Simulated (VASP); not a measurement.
# Hf3Si2N (Pmmm) in VASP: a series of runs

Runs on Hf3Si2N. Level: PBE. Tasks: single point.

All numbers are computed with VASP 6.6.1; they aren't measurements. Logs are shortened: lines on timing, memory, paths and dates and some standing lists are left out, and cuts for length are marked.

### 1 The cell of the first run

The structure is orthorhombic, space group Pmmm (No. 47). Conventional cell: a = 3.544 Å, b = 4.674 Å, c = 6.694 Å, α = 90.00°, β = 90.00°, γ = 90.00°. Within 2.8 Å of Hf (site symmetry m2m) lie 4 Hf at 2.15 to 2.45 Å and 2 Si at 2.51 Å. Within 2.9 Å of Hf (site symmetry mmm) lie 4 Hf at 2.15 Å and 4 Si at 2.82 Å. Si (site symmetry mm2) has 1 Si at 2.30 Å and 4 Hf at 2.51 to 2.82 Å within 3.0 Å. Within 4.1 Å of N (site symmetry mmm) lie 8 Si at 3.15 Å and 2 N at 3.54 Å and 12 Hf at 3.95 to 4.08 Å.

The cell was generated, and may not be a known phase.

### 2 Single point, PBE

INCAR

```
  PREC = Accurate
  ENCUT = 520
  EDIFF = 1E-6
  ISMEAR = 0
  SIGMA = 0.1
  LREAL = F
  LASPH = T
  NELM = 80
  ALGO = Normal
  ISIF = 2
  LWAVE = F
  LCHARG = T
  GGA = PE
  LELF = T
  LVHAR = T
  NBANDS = 30
```

KPOINTS

```
regular mesh
0
Gamma
  6 4 4
```

POSCAR

```
Hf3Si2N
1.0
    3.5437604300      0.0000000000      0.0000000000
    0.0000000000      4.6739018100      0.0000000000
    0.0000000000      0.0000000000      6.6939612400
Hf Si N
3 2 1
Direct
    0.0000000000      0.2618778700      0.5000000000
    0.0000000000      0.7381221300      0.5000000000
    0.5000000000      0.0000000000      0.5000000000
    0.0000000000      0.0000000000      0.1719610400
    0.0000000000      0.0000000000      0.8280389600
    0.5000000000      0.5000000000      0.0000000000
```

Potentials or basis: VASP PAW PBE potentials, release 64 (Hf_pv, Si, N).

On the command line:

```console
cat potpaw_PBE.64/Hf_pv/POTCAR potpaw_PBE.64/Si/POTCAR potpaw_PBE.64/N/POTCAR > POTCAR
mpirun -np 1 vasp_std > vasp.out
```

OUTCAR:

```text
PREC = Accurate
   ENCUT = 520
   EDIFF = 1E-6
   ISMEAR = 0
   LREAL = F
   LASPH = T
   NELM = 80
   ISIF = 2
   GGA = PE

 ion  position               nearest neighbor table
   1  0.000  0.262  0.500-   3 2.15   3 2.15   2 2.23   2 2.45   4 2.51   5 2.51
   2  0.000  0.738  0.500-   3 2.15   3 2.15   1 2.23   1 2.45   5 2.51   4 2.51
   3  0.500  0.000  0.500-   1 2.15   2 2.15   1 2.15   2 2.15   4 2.82   5 2.82   4 2.82   5 2.82

   4  0.000  0.000  0.172-   5 2.30   2 2.51   1 2.51   3 2.82   3 2.82
   5  0.000  0.000  0.828-   4 2.30   2 2.51   1 2.51   3 2.82   3 2.82
   6  0.500  0.500  0.000-

  LATTYP: Found a simple orthorhombic cell.
 ALAT       =     3.5437604300
 B/A-ratio  =     1.3189102092
 C/A-ratio  =     1.8889429385

  Lattice vectors:

 A1 = (   3.5437604300,   0.0000000000,   0.0000000000)
 A2 = (   0.0000000000,   4.6739018100,   0.0000000000)
 A3 = (   0.0000000000,   0.0000000000,   6.6939612400)

Analysis of symmetry for initial positions (statically):
=====================================================================
 Subroutine PRICEL returns:
 Original cell was already a primitive cell.

 Routine SETGRP: Setting up the symmetry group for a
 simple orthorhombic supercell.

 Subroutine GETGRP returns: Found  8 space group operations
 (whereof  8 operations were pure point group operations)
 out of a pool of  8 trial point group operations.

The static configuration has the point symmetry D_2h.

Analysis of symmetry for dynamics (positions and initial velocities):
=====================================================================
 Subroutine PRICEL returns:
 Original cell was already a primitive cell.

 Routine SETGRP: Setting up the symmetry group for a
 simple orthorhombic supercell.

 Subroutine GETGRP returns: Found  8 space group operations
 (whereof  8 operations were pure point group operations)
 out of a pool of  8 trial point group operations.

The dynamic configuration has the point symmetry D_2h.

 Subroutine INISYM returns: Found  8 space group operations
 (whereof  8 operations are pure point group operations),
 and found     1 'primitive' translations

----------------------------------------------------------------------------------------

                                     Primitive cell

  volume of cell :     110.8733

  direct lattice vectors                    reciprocal lattice vectors
     3.543760430  0.000000000  0.000000000     0.282186118  0.000000000  0.000000000
     0.000000000  4.673901810  0.000000000     0.000000000  0.213954003  0.000000000
     0.000000000  0.000000000  6.693961240     0.000000000  0.000000000  0.149388376

  length of vectors
     3.543760430  4.673901810  6.693961240     0.282186118  0.213954003  0.149388376

  position of ions in fractional coordinates (direct lattice)
     0.000000000  0.261877870  0.500000000
     0.000000000  0.738122130  0.500000000
     0.500000000  0.000000000  0.500000000
     0.000000000  0.000000000  0.171961040
     0.000000000  0.000000000  0.828038960
     0.500000000  0.500000000  0.000000000

  ion indices of the primitive-cell ions
   primitive index   ion index
                 1           1
                 2           2
                 3           3
                 4           4
                 5           5
                 6           6

----------------------------------------------------------------------------------------

 KPOINTS: regular mesh

Automatic generation of k-mesh.
 Grid dimensions read from file:
 generate k-points for:    6    4    4

 Generating k-lattice:

  Cartesian coordinates                     Fractional coordinates (reciprocal lattice)
     0.047031020  0.000000000  0.000000000     0.166666667  0.000000000  0.000000000
     0.000000000  0.053488501  0.000000000     0.000000000  0.250000000  0.000000000
     0.000000000  0.000000000  0.037347094     0.000000000  0.000000000  0.250000000

  Length of vectors
     0.047031020  0.053488501  0.037347094

  Shift w.r.t. Gamma in fractional coordinates (k-lattice)
     0.000000000  0.000000000  0.000000000

 Subroutine IBZKPT returns following result:
 ===========================================

 Found     36 irreducible k-points:

 Following reciprocal coordinates:
            Coordinates               Weight
  0.000000  0.000000  0.000000      1.000000
  0.166667  0.000000  0.000000      2.000000
  0.333333  0.000000  0.000000      2.000000
  0.500000  0.000000  0.000000      1.000000
  0.000000  0.250000  0.000000      2.000000
  0.166667  0.250000  0.000000      4.000000
[... 16 lines left out ...]
  0.333333  0.500000  0.250000      4.000000
  0.500000  0.500000  0.250000      2.000000
 [... further k-points ...]
   k-points           NKPTS =     36   k-points in BZ     NKDIM =     36   number of bands    NBANDS=     30
   number of dos      NEDOS =    301   number of ions     NIONS =      6
   total plane-waves  NPLWV =  50400
   dimension x,y,z NGX =    28 NGY =   36 NGZ =   50
   dimension x,y,z NGXF=    56 NGYF=   72 NGZF=  100
   ions per type =               3   2   1
   NGX,Y,Z   is equivalent  to a cutoff of  13.14, 12.80, 12.42 a.u.
   NGXF,Y,Z  is equivalent  to a cutoff of  26.27, 25.61, 24.84 a.u.
 SYSTEM =  unknown system
   PREC   = accura    normal or accurate (medium, high low for compatibility)
   ISTART =      0    job   : 0-new  1-cont  2-samecut
   ICHARG =      2    charge: 1-file 2-atom 10-const
   ISPIN  =      1    spin polarized calculation?
   LNONCOLLINEAR =      F non collinear calculations
   LSORBIT =      F    spin-orbit coupling
   LASPH  =      T    aspherical Exc in radial PAW
   ENCUT  =  520.0 eV  38.22 Ry    6.18 a.u.   6.59  8.69 12.45*2*pi/ulx,y,z
   NELM   =     80;   NELMIN=  2; NELMDL= -5     # of ELM steps
   EDIFF  = 0.1E-05   stopping-criterion for ELM
   LREAL  =      F    real-space projection
   EDIFFG = 0.1E-04   stopping-criterion for IOM
   NSW    =      0    number of steps for IOM
   IBRION =     -1    ionic relax: 0-MD 1-quasi-New 2-CG
   NFREE  =      0    steps in history (QN), initial steepest desc. (CG)
   ISIF   =      2    stress and relaxation
   ISYM   =      2    0-nonsym 1-usesym 2-fastsym
   POTIM  = 0.5000    time-step for ionic-motion
   TEBEG  =    0.0;   TEEND  =   0.0 temperature during run
   PSTRESS=    0.0 pullay stress
   NELECT =      43.0000    total number of electrons
   NUPDOWN=      -1.0000    fix difference up-down
   EMIN   =  10.00;   EMAX   =-10.00  energy-range for DOS
   EFERMI =   0.00;   METHOD = LEGACY
   ISMEAR =     0;   SIGMA  =   0.10  broadening in eV -4-tet -1-fermi 0-gaus
   EFERMI_NEDOS =   21; number of points for ismear=-14 and -15
   IALGO  =     38    algorithm
   IMIX   =      4    mixing-type and parameters
     AMIX     =   0.40;   BMIX     =  1.00
     AMIX_MAG =   1.60;   BMIX_MAG =  1.00
  volume/ion in A,a.u.               =      18.48       124.70
  Fermi-wavevector in a.u.,A,eV,Ry     =   1.193865  2.256078 19.392574  1.425314
  Thomas-Fermi vector in A             =   2.329869
   LORBIT       =      0    0 simple, 1 ext, 2 COOP (PROOUT), +10 PAW based schemes
   GGA     = PE    functional components
   LHFCALC =     F    Hartree Fock is set to
   AEXX    =    0.0000 exact exchange contribution
   IVDW    =     0    specifies the selected vdW correction
   LEPSILON=     F    determine dielectric tensor
   LRPA    =     F    only Hartree local field effects (RPA)
 non-spin polarized calculation
 Gauss-broadening in eV      SIGMA  =   0.10
  energy-cutoff  :      520.00
  volume of cell :      110.87
 maximum number of plane-waves:      3012
 NGX is ok and might be reduce to    28
   NGX = 13   NGY = 17   NGZ = 25

 number of electron      43.0000002 magnetization

 Free energy of the ion-electron system (eV)
  ---------------------------------------------------
  ext. energy  EPLUGINS =         0.00000000
  ---------------------------------------------------
  free energy    TOTEN  =       -26.53146343 eV

  energy without entropy =      -26.48782928  energy(sigma->0) =      -26.50964635

 E-fermi :   4.3457     XC(G=0): -10.4737

 val. band max:        4.3450345517   @ k =   0.3333   0.0000   0.5000
 cond. band min:       4.3465219153   @ k =   0.3333   0.5000   0.2500
 fundamental gap:      0.0014873636
 Fermi energy:         4.3456767795

 k-point     1 :       0.0000    0.0000    0.0000
  band No.  band energies     occupation
      1     -29.7468      2.00000
      2     -28.7590      2.00000
      3     -26.5565      2.00000
      4     -26.4025      2.00000
      5     -25.8556      2.00000
      6     -25.0535      2.00000
[... 22 lines left out ...]
     29       8.4450      0.00000
     30       9.1737      0.00000

 k-point     2 :       0.1667    0.0000    0.0000
  band No.  band energies     occupation
      1     -30.0988      2.00000
      2     -28.0957      2.00000
      3     -27.4349      2.00000
      4     -26.4440      2.00000
      5     -25.0470      2.00000
      6     -24.7519      2.00000
[... 22 lines left out ...]
     29       9.2172      0.00000
     30       9.2860      0.00000

 k-point     3 :       0.3333    0.0000    0.0000
  band No.  band energies     occupation
      1     -30.4292      2.00000
      2     -28.3010      2.00000
      3     -26.9986      2.00000
      4     -26.1466      2.00000
      5     -25.0339      2.00000
      6     -24.9608      2.00000
[... 22 lines left out ...]
     29       8.7808      0.00000
     30       9.0843      0.00000

 k-point     4 :       0.5000    0.0000    0.0000
  band No.  band energies     occupation
      1     -30.5342      2.00000
      2     -28.6086      2.00000
      3     -26.3368      2.00000
      4     -25.8977      2.00000
      5     -25.2341      2.00000
      6     -25.0274      2.00000
[... 22 lines left out ...]
     29       9.0941      0.00000
     30       9.0997      0.00000

 k-point     5 :       0.0000    0.2500    0.0000
  band No.  band energies     occupation
      1     -29.6855      2.00000
      2     -28.3365      2.00000
      3     -26.4480      2.00000
      4     -26.3028      2.00000
      5     -26.0915      2.00000
      6     -25.3134      2.00000
[... 22 lines left out ...]
     29       8.2831      0.00000
     30       8.6518      0.00000
[... 526 lines left out ...]
     29       8.1061      0.00000
     30       8.4540      0.00000

 k-point    22 :       0.1667    0.5000    0.2500
  band No.  band energies     occupation
      1     -29.4971      2.00000
      2     -28.0403      2.00000
      3     -26.8219      2.00000
      4     -26.1711      2.00000
      5     -25.8377      2.00000
      6     -25.5640      2.00000
[... 22 lines left out ...]
     29       8.0769      0.00000
     30       8.6540      0.00000

 k-point    23 :       0.3333    0.5000    0.2500
  band No.  band energies     occupation
      1     -29.2267      2.00000
      2     -28.5671      2.00000
      3     -27.0806      2.00000
      4     -25.8290      2.00000
      5     -25.8260      2.00000
      6     -25.5500      2.00000
[... 22 lines left out ...]
     29       8.3233      0.00000
     30       8.5195      0.00000

 k-point    24 :       0.5000    0.5000    0.2500
  band No.  band energies     occupation
      1     -29.0749      2.00000
      2     -28.8140      2.00000
      3     -27.1192      2.00000
      4     -25.8548      2.00000
      5     -25.5430      2.00000
      6     -25.4198      2.00000
[... 22 lines left out ...]
     29       7.9528      0.00000
     30       8.3680      0.00000

 [... further k-points ...]

------------------------ aborting loop because EDIFF is reached ----------------------------------------

  FORCE on cell =-STRESS in cart. coord.  units (eV):
  Direction    XX          YY          ZZ          XY          YZ          ZX
  --------------------------------------------------------------------------------------
  -------------------------------------------------------------------------------------
  Total       48.7170246     47.2130773      4.0694302     -0.0000000      0.0000000      0.0000000
  in kB      703.9862981    682.2534777     58.8053792     -0.0000000      0.0000000      0.0000000
  external PRESSURE =     481.6817183 kB  Pullay stress =       0.0000000 kB

 VOLUME and BASIS-vectors are now :
 -----------------------------------------------------------------------------
  energy-cutoff  :      520.00
  volume of cell :      110.87
      direct lattice vectors                 reciprocal lattice vectors
     3.543760430  0.000000000  0.000000000     0.282186118  0.000000000  0.000000000
     0.000000000  4.673901810  0.000000000     0.000000000  0.213954003  0.000000000
     0.000000000  0.000000000  6.693961240     0.000000000  0.000000000  0.149388376

 POSITION                                       TOTAL-FORCE (eV/Angst)
 -----------------------------------------------------------------------------------
      0.00000      1.22399      3.34698         0.000000      6.818606      0.000000
      0.00000      3.44991      3.34698         0.000000     -6.818606      0.000000
      1.77188      0.00000      3.34698         0.000000      0.000000      0.000000
      0.00000      0.00000      1.15110         0.000000      0.000000     -2.143408
      0.00000      0.00000      5.54286         0.000000     -0.000000      2.143408
      1.77188      2.33695      0.00000         0.000000      0.000000      0.000000
 -----------------------------------------------------------------------------------
    total drift:                                0.000000      0.000000      0.000000

  FREE ENERGIE OF THE ION-ELECTRON SYSTEM (eV)
  ---------------------------------------------------
  free  energy   TOTEN  =       -26.5314634259 eV

  energy  without entropy=      -26.4878292823  energy(sigma->0) =      -26.50964635
```

Run time: 2.7 min. Hardware: 1 thread of Intel Xeon Platinum 8259CL at 2.50GHz (Skylake/Cascade Lake), shared host; peak memory 0.28 GiB.

What came out:

```
Free energy            : -26.5315 eV
Pressure               : 48.2 GPa
Largest force          : 6.819 eV/Å
Band gap on the k mesh : zero (an odd number of electrons rules out a gap without spin polarisation)
```

Forces on the atoms (eV/Å):
```
Hf   0.000  6.819  0.000
Hf   0.000 -6.819  0.000
Hf   0.000  0.000  0.000
Si   0.000  0.000 -2.143
Si   0.000  0.000  2.143
N    0.000  0.000  0.000
```

Stress tensor (GPa, compression positive):
```
70.40  0.00  0.00
 0.00 68.23  0.00
 0.00  0.00  5.88
```

Levels at points of the mesh, in eV from the Fermi level:
| k point | band 18 | band 19 | band 20 | band 21 | band 22 | band 23 | band 24 | band 25 | band 26 | band 27 |
| --- | --- | --- | --- | --- | --- | --- | --- | --- | --- | --- |
| (0.00, 0.00, 0.00) | -2.68 | -0.30 | -0.08 | 0.42 | 0.53 | 0.88 | 1.43 | 2.36 | 2.58 | 3.33 |
| (0.50, 0.00, 0.00) | -1.62 | -1.58 | -1.19 | -0.79 | -0.77 | -0.69 | 0.26 | 1.99 | 2.24 | 2.88 |
| (0.00, 0.50, 0.00) | -1.41 | -0.23 | 0.02 | 0.07 | 0.24 | 0.62 | 1.11 | 1.33 | 1.55 | 1.95 |
| (0.50, 0.50, 0.00) | -1.56 | -1.42 | -1.41 | -0.17 | 0.00 | 0.16 | 0.41 | 0.72 | 1.45 | 2.72 |
| (0.00, 0.00, 0.50) | -0.94 | -0.57 | -0.17 | -0.04 | 0.87 | 0.91 | 1.43 | 2.45 | 3.22 | 3.31 |
| (0.50, 0.00, 0.50) | -1.83 | -1.01 | -0.62 | -0.44 | -0.12 | 0.05 | 0.28 | 0.82 | 1.32 | 2.45 |
| (0.00, 0.50, 0.50) | -1.38 | -0.13 | 0.02 | 0.03 | 0.37 | 0.47 | 0.48 | 2.05 | 2.32 | 3.04 |
| (0.50, 0.50, 0.50) | -1.90 | -1.87 | -1.78 | -1.21 | -0.26 | 0.31 | 0.98 | 1.98 | 2.35 | 2.75 |

Caveat: the stress differs along the axes, from 6 to 70 GPa; spin-orbit coupling is left out, which moves the levels of the heavy elements; an odd number of electrons without spin polarisation forces a metal; a magnetic or distorted state may lie lower.

(Part 1 of 2 ends here.)
